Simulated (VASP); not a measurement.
# Ti3HN3 in VASP: relaxation of the atoms with PBE

Aim: the relaxation of the atoms of Ti3HN3 with PBE.

All numbers are computed with VASP 6.6.1; they aren't measurements. Logs are shortened: lines on timing, memory, paths and dates and some standing lists are left out, and cuts for length are marked.

## 1. The cell of the first run

The cell holds a slab with vacuum, 7 atoms: a = 3.003 Å, b = 3.003 Å, c = 19.758 Å, α = 90.00°, β = 90.00°, γ = 90.00°.

## 2. Relaxation of the atoms, PBE

The input, INCAR:

```
SYSTEM = Ti3HN3
PREC = Accurate
ENCUT = 520
EDIFF = 1E-7
ISMEAR = 0
SIGMA = 0.1
LREAL = .False.
LASPH = .True.
NELM = 60
ALGO = Normal
ISIF = 2
LWAVE = .False.
LCHARG = .False.
LDIPOL = .True.
IDIPOL = 3
DIPOL = 0.5 0.5 0.331
GGA = PE
IBRION = 2
NSW = 36
EDIFFG = -0.025
```

The input, KPOINTS:

```
Automatic mesh
0
Gamma
  9 9 1
  0 0 0
```

The input, POSCAR:

```
Ti3HN3
1.0
    3.0028555065      0.0000000000      0.0000000000
    0.0000000000      3.0028555065      0.0000000000
    0.0000000000      0.0000000000     19.7584945265
Ti N H
3 3 1
Selective dynamics
Direct
    0.5000000000      0.5000000000      0.2024445736  F F F
    0.0000000000      0.0000000000      0.3072496201  F F F
    0.5000000000      0.5000000000      0.4076776418  F F F
    0.0000000000      0.0000000000      0.2024445736  F F F
    0.5000000000      0.5000000000      0.3055678856  F F F
    0.0000000000      0.0000000000      0.4179718508  F F F
    0.0000000000      0.3750000000      0.4727365233  F F T
```

Potentials or basis: VASP PAW PBE potentials, release 64 (Ti_sv, N, H).

Run with:

```sh
> cat potpaw_PBE.64/Ti_sv/POTCAR potpaw_PBE.64/N/POTCAR potpaw_PBE.64/H/POTCAR > POTCAR
> mpirun -np 1 vasp_std > vasp.out
```

OUTCAR:

```text
SYSTEM = Ti3HN3
   PREC = Accurate
   ENCUT = 520
   EDIFF = 1E-7
   ISMEAR = 0
   LREAL = .False.
   LASPH = .True.
   NELM = 60
   ISIF = 2
   GGA = PE
   IBRION = 2
   NSW = 36
   EDIFFG = -0.025

 ion  position               nearest neighbor table
   1  0.500  0.500  0.202-   5 2.04   4 2.12   4 2.12   4 2.12   4 2.12
   2  0.000  0.000  0.307-   4 2.07   5 2.12   5 2.12   5 2.12   5 2.12   6 2.19   3 2.91   3 2.91
                             3 2.91   3 2.91
   3  0.500  0.500  0.408-   5 2.02   6 2.13   6 2.13   6 2.13   6 2.13   2 2.91   2 2.91   2 2.91
                             2 2.91
   4  0.000  0.000  0.202-   2 2.07   1 2.12   1 2.12   1 2.12   1 2.12
   5  0.500  0.500  0.306-   3 2.02   1 2.04   2 2.12   2 2.12   2 2.12   2 2.12
   6  0.000  0.000  0.418-   3 2.13   3 2.13   3 2.13   3 2.13   2 2.19
   7  0.000  0.375  0.473-

  LATTYP: Found a simple tetragonal cell.
 ALAT       =     3.0028555065
 C/A-ratio  =     6.5799018580

  Lattice vectors:

 A1 = (   3.0028555065,   0.0000000000,   0.0000000000)
 A2 = (   0.0000000000,   3.0028555065,   0.0000000000)
 A3 = (   0.0000000000,   0.0000000000,  19.7584945265)

Analysis of symmetry for initial positions (statically):
=====================================================================
 Subroutine PRICEL returns:
 Original cell was already a primitive cell.

 Routine SETGRP: Setting up the symmetry group for a
 simple tetragonal supercell.

 Subroutine GETGRP returns: Found  2 space group operations
 (whereof  2 operations were pure point group operations)
 out of a pool of 16 trial point group operations.

The static configuration has the point symmetry C_1h.

Analysis of symmetry for dynamics (positions and initial velocities):
=====================================================================
 Subroutine PRICEL returns:
 Original cell was already a primitive cell.

 Routine SETGRP: Setting up the symmetry group for a
 simple tetragonal supercell.

 Subroutine GETGRP returns: Found  2 space group operations
 (whereof  2 operations were pure point group operations)
 out of a pool of 16 trial point group operations.

The dynamic configuration has the point symmetry C_1h.

Analysis of constrained symmetry for selective dynamics:
=====================================================================
 Subroutine PRICEL returns:
 Original cell was already a primitive cell.

 Routine SETGRP: Setting up the symmetry group for a
 simple tetragonal supercell.

 Subroutine GETGRP returns: Found  2 space group operations
 (whereof  2 operations were pure point group operations)
 out of a pool of 16 trial point group operations.

The constrained configuration has the point symmetry C_1h.

 Subroutine INISYM returns: Found  2 space group operations
 (whereof  2 operations are pure point group operations),
 and found     1 'primitive' translations

----------------------------------------------------------------------------------------

                                     Primitive cell

  volume of cell :     178.1651

  direct lattice vectors                    reciprocal lattice vectors
     3.002855506  0.000000000  0.000000000     0.333016357  0.000000000  0.000000000
     0.000000000  3.002855506  0.000000000     0.000000000  0.333016357  0.000000000
     0.000000000  0.000000000 19.758494527     0.000000000  0.000000000  0.050611143

  length of vectors
     3.002855506  3.002855506 19.758494527     0.333016357  0.333016357  0.050611143

  position of ions in fractional coordinates (direct lattice)
     0.500000000  0.500000000  0.202444574
     0.000000000  0.000000000  0.307249620
     0.500000000  0.500000000  0.407677642
     0.000000000  0.000000000  0.202444574
     0.500000000  0.500000000  0.305567886
     0.000000000  0.000000000  0.417971851
     0.000000000  0.375000000  0.472736523

  ion indices of the primitive-cell ions
   primitive index   ion index
                 1           1
                 2           2
                 3           3
                 4           4
                 5           5
                 6           6
                 7           7

----------------------------------------------------------------------------------------

 KPOINTS: Automatic mesh

Automatic generation of k-mesh.
 Grid dimensions read from file:
 generate k-points for:    9    9    1

 Generating k-lattice:

  Cartesian coordinates                     Fractional coordinates (reciprocal lattice)
     0.037001817  0.000000000  0.000000000     0.111111111  0.000000000  0.000000000
     0.000000000  0.037001817  0.000000000     0.000000000  0.111111111  0.000000000
     0.000000000  0.000000000  0.050611143     0.000000000  0.000000000  1.000000000

  Length of vectors
     0.037001817  0.037001817  0.050611143

  Shift w.r.t. Gamma in fractional coordinates (k-lattice)
     0.000000000  0.000000000  0.000000000

 Subroutine IBZKPT returns following result:
 ===========================================

 Found     25 irreducible k-points:

 Following reciprocal coordinates:
            Coordinates               Weight
  0.000000  0.000000  0.000000      1.000000
  0.111111  0.000000  0.000000      2.000000
  0.000000  0.111111  0.000000      2.000000
  0.222222  0.000000  0.000000      2.000000
  0.000000  0.222222  0.000000      2.000000
  0.333333  0.000000  0.000000      2.000000
[... 16 lines left out ...]
  0.444444  0.333333  0.000000      4.000000
 -0.333333  0.444444  0.000000      4.000000
   k-points           NKPTS =     25   k-points in BZ     NKDIM =     25   number of bands    NBANDS=     31
   number of dos      NEDOS =    301   number of ions     NIONS =      7
   total plane-waves  NPLWV =  86400
   dimension x,y,z NGX =    24 NGY =   24 NGZ =  150
   dimension x,y,z NGXF=    48 NGYF=   48 NGZF=  300
   ions per type =               3   3   1
   NGX,Y,Z   is equivalent  to a cutoff of  13.29, 13.29, 12.62 a.u.
   NGXF,Y,Z  is equivalent  to a cutoff of  26.57, 26.57, 25.24 a.u.
 SYSTEM =  Ti3HN3
   PREC   = accura    normal or accurate (medium, high low for compatibility)
   ISTART =      0    job   : 0-new  1-cont  2-samecut
   ICHARG =      2    charge: 1-file 2-atom 10-const
   ISPIN  =      1    spin polarized calculation?
   LNONCOLLINEAR =      F non collinear calculations
   LSORBIT =      F    spin-orbit coupling
   LASPH  =      T    aspherical Exc in radial PAW
   ENCUT  =  520.0 eV  38.22 Ry    6.18 a.u.   5.58  5.58 36.74*2*pi/ulx,y,z
   NELM   =     60;   NELMIN=  2; NELMDL= -5     # of ELM steps
   EDIFF  = 0.1E-06   stopping-criterion for ELM
   LREAL  =      F    real-space projection
   EDIFFG = -.3E-01   stopping-criterion for IOM
   NSW    =     36    number of steps for IOM
   IBRION =      2    ionic relax: 0-MD 1-quasi-New 2-CG
   NFREE  =      1    steps in history (QN), initial steepest desc. (CG)
   ISIF   =      2    stress and relaxation
   ISYM   =      2    0-nonsym 1-usesym 2-fastsym
   POTIM  = 0.5000    time-step for ionic-motion
   TEBEG  =    0.0;   TEEND  =   0.0 temperature during run
   PSTRESS=    0.0 pullay stress
   NELECT =      52.0000    total number of electrons
   NUPDOWN=      -1.0000    fix difference up-down
   EMIN   =  10.00;   EMAX   =-10.00  energy-range for DOS
   EFERMI =   0.00;   METHOD = LEGACY
   ISMEAR =     0;   SIGMA  =   0.10  broadening in eV -4-tet -1-fermi 0-gaus
   EFERMI_NEDOS =   21; number of points for ismear=-14 and -15
   IALGO  =     38    algorithm
   IMIX   =      4    mixing-type and parameters
     AMIX     =   0.40;   BMIX     =  1.00
     AMIX_MAG =   1.60;   BMIX_MAG =  1.00
  volume/ion in A,a.u.               =      25.45       171.76
  Fermi-wavevector in a.u.,A,eV,Ry     =   1.085930  2.052110 16.044579  1.179243
  Thomas-Fermi vector in A             =   2.222055
   LORBIT       =      0    0 simple, 1 ext, 2 COOP (PROOUT), +10 PAW based schemes
   GGA     = PE    functional components
   LHFCALC =     F    Hartree Fock is set to
   AEXX    =    0.0000 exact exchange contribution
   IVDW    =     0    specifies the selected vdW correction
   LEPSILON=     F    determine dielectric tensor
   LRPA    =     F    only Hartree local field effects (RPA)
 conjugate gradient relaxation of ions
 non-spin polarized calculation
 Gauss-broadening in eV      SIGMA  =   0.10
  energy-cutoff  :      520.00
  volume of cell :      178.17
 maximum number of plane-waves:      4826
 NGX is ok and might be reduce to    24
   NGX = 11   NGY = 11   NGZ = 73

 dipolmoment           0.000000      0.000000     -0.442883 electrons x Angstroem

--------------------------------------- Ionic step        1  -------------------------------------------

 number of electron      51.9999999 magnetization

 Free energy of the ion-electron system (eV)
  ---------------------------------------------------
  ext. energy  EPLUGINS =         0.00000000
  ---------------------------------------------------
  free energy    TOTEN  =       -59.04695894 eV

  energy without entropy =      -59.02452068  energy(sigma->0) =      -59.03573981

------------------------ aborting loop because EDIFF is reached ----------------------------------------

  FORCE on cell =-STRESS in cart. coord.  units (eV):
  Direction    XX          YY          ZZ          XY          YZ          ZX
  --------------------------------------------------------------------------------------
  -------------------------------------------------------------------------------------
  Total       -3.7085009     -2.1340738      1.0930845      0.0000000     -0.9416330      0.0000000
  in kB      -33.3492636    -19.1909863      9.8297303      0.0000000     -8.4677793      0.0000000
  external PRESSURE =     -14.2368399 kB  Pullay stress =       0.0000000 kB
[... 110 lines left out ...]
--------------------------------------- Ionic step        4  -------------------------------------------

 number of electron      51.9999999 magnetization

 dipolmoment           0.000000      0.000000      0.094539 electrons x Angstroem

 Free energy of the ion-electron system (eV)
  ---------------------------------------------------
  ext. energy  EPLUGINS =         0.00000000
  ---------------------------------------------------
  free energy    TOTEN  =       -59.04898129 eV

  energy without entropy =      -59.02740272  energy(sigma->0) =      -59.03819201

 E-fermi :   1.3689     XC(G=0):  -5.3283

 val. band max:        1.3647059645   @ k =   0.2222   0.0000   0.0000
 cond. band min:       1.4160613050   @ k =   0.0000   0.0000   0.0000
 fundamental gap:      0.0513553406
 Fermi energy:         1.3688551753

 k-point     1 :       0.0000    0.0000    0.0000
  band No.  band energies     occupation
      1     -56.5529      2.00000
      2     -56.3092      2.00000
      3     -56.1571      2.00000
      4     -33.0092      2.00000
      5     -32.6876      2.00000
      6     -32.6435      2.00000
[... 805 lines left out ...]
     30       3.4100      0.00000
     31       3.5768      0.00000

 [... further k-points ...]

------------------------ aborting loop because EDIFF is reached ----------------------------------------

 vacuum level on the upper side and lower side of the slab       (xc-potential included)         0.811        -1.102

  FORCE on cell =-STRESS in cart. coord.  units (eV):
  Direction    XX          YY          ZZ          XY          YZ          ZX
  --------------------------------------------------------------------------------------
  -------------------------------------------------------------------------------------
  Total       -4.0574019     -2.1489618      1.0229722      0.0000000     -0.8465743      0.0000000
  in kB      -36.4868096    -19.3248687      9.1992348      0.0000000     -7.6129496      0.0000000
  external PRESSURE =     -15.5374812 kB  Pullay stress =       0.0000000 kB
[... 22 lines left out ...]
  FREE ENERGIE OF THE ION-ELECTRON SYSTEM (eV)
  ---------------------------------------------------
  free  energy   TOTEN  =       -59.0489812886 eV

  energy  without entropy=      -59.0274027228  energy(sigma->0) =      -59.03819201

 reached required accuracy - stopping structural energy minimisation

 vacuum level on the upper side and lower side of the slab         5.757         3.799
```

Run time: 7.5 min. Hardware: 1 thread of Intel Xeon Platinum 8488C (Sapphire Rapids), shared host; peak memory 0.36 GiB.

What came out:

```yaml
Free_energy: -59.0490 eV
Energy_gained_by_relaxing: 0.3 meV/atom
Ionic_steps: 4
Band_gap_on_the_k_mesh: zero (bands 26 and 27 overlap by 1.81 eV)
```

Step by step:
| step | energy change (eV) | largest force on free atoms (eV/Å) | pressure (GPa) |
| --- | --- | --- | --- |
| 1 | 0.0000 | 0.0923 | -1.42 |
| 2 | -0.0004 | 0.0829 | -1.44 |
| 3 | -0.0013 | 0.0544 | -1.48 |
| 4 | -0.0020 | 0.0009 | -1.55 |

Final structure:
```xyz
7
Lattice="3.0029 0.0000 0.0000 0.0000 3.0029 0.0000 0.0000 0.0000 19.7585" Properties=species:S:1:pos:R:3 pbc="T T T"
Ti    1.5014    1.5014    4.0000
Ti    0.0000    0.0000    6.0708
Ti    1.5014    1.5014    8.0551
N     0.0000    0.0000    4.0000
N     1.5014    1.5014    6.0376
N     0.0000    0.0000    8.2585
H     0.0000    1.1261    9.3851
```

Levels at points of the mesh, in eV from the Fermi level:
```
           k point  band 24  band 25  band 26  band 27  band 28  band 29
(0.00, 0.00, 0.00)    -2.27    -2.20    -1.87    -0.91    -0.39     0.05
```

The gap in the log of VASP goes by the Fermi energy; the results here count the filled bands.